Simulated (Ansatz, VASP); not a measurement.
## Mn3SnH: VASP beside Ansatz

Contents of INCAR:

```
ALGO = Normal
EDIFF = 1E-7
EDIFFG = -0.05
ENCUT = 600
IBRION = 2
ISIF = 3
ISMEAR = -1
ISPIN = 2
LASPH = T
LCHARG = F
LMAXMIX = 4
LORBIT = 11
LREAL = F
LWAVE = F
MAGMOM = 4 4 4 0 0
NELM = 150
NSW = 100
PREC = Accurate
SIGMA = 0.1
```

File KPOINTS:

```
k-points
0
Gamma
  5 5 5
```

The input POSCAR:

```
Mn3SnH
1.0
    4.0038990000      0.0000000000      0.0000000000
    0.0000000000      4.0038990000      0.0000000000
    0.0000000000      0.0000000000      4.0038990000
Mn Sn H
3 1 1
Direct
    0.5000000000      0.0000000000      0.0000000000
    0.0000000000      0.5000000000      0.0000000000
    0.0000000000      0.0000000000      0.5000000000
    0.5000000000      0.5000000000      0.5000000000
    0.0000000000      0.0000000000      0.0000000000
```

Input for Ansatz:

```yaml
crystal:
  lattice:
    - [4.003899, 0.0, 0.0]
    - [0.0, 4.003899, 0.0]
    - [0.0, 0.0, 4.003899]
  atoms:
    - { symbol: Mn, position: [0.5, 0.0, 0.0] }
    - { symbol: Mn, position: [0.0, 0.5, 0.0] }
    - { symbol: Mn, position: [0.0, 0.0, 0.5] }
    - { symbol: Sn, position: [0.5, 0.5, 0.5] }
    - { symbol: H, position: [0.0, 0.0, 0.0] }
kpoints:
  mp_grid:
    grid: [5, 5, 5]
hamiltonian:
  xc: lda
  dispersion: none
magnetization:
  spin_polarized: true
  per_species:
    Mn: 4.0
scf:
  occupations:
    method: fermi_dirac
    width: 0.1
relax:
  f_tol: 0.05
  max_steps: 100
  cell: {}
```

Alike in both runs: task relaxation of cell and atoms; functional LDA; k mesh 5 × 5 × 5; occupations fermi-dirac, width 0.1 eV; collinear spin.

|  | VASP | Ansatz |
| --- | --- | --- |
| version | VASP 6.6.1 | Ansatz 0.2.0 |
| potentials or method | VASP PAW LDA potentials, release 64 (Mn_pv, Sn_d, H) | plane waves, PAW |
| plane-wave cutoff (eV) | 600 | 420 |
| valence electrons in the cell | 54 | 60 |

|  | VASP | Ansatz | Ansatz less VASP |
| --- | --- | --- | --- |
| net moment per atom (μB) | 1.16 | 1.18 | +0.023 |
| size of the moment on the site where the two differ most (μB) | 1.90 | 1.66 | -0.238 |
| relaxed volume (Å³/atom) | 10.60 | 10.62 | +0.015 |
| relaxed length of the cell vector where the two differ most in proportion (Å) | 3.757 | 3.759 | +0.0018 |

LDA's correlation is that of Perdew and Zunger in VASP and of Perdew and Wang (1992) in Ansatz. Site moments also hang on the region over which each program counts them. VASP's potentials hold 54 valence electrons a cell and Ansatz's 60, so a difference there can come from the potentials and not from the codes.

Noted on VASP's run: the volume moved by over 15 % at a fixed basis, so the end points are rough.
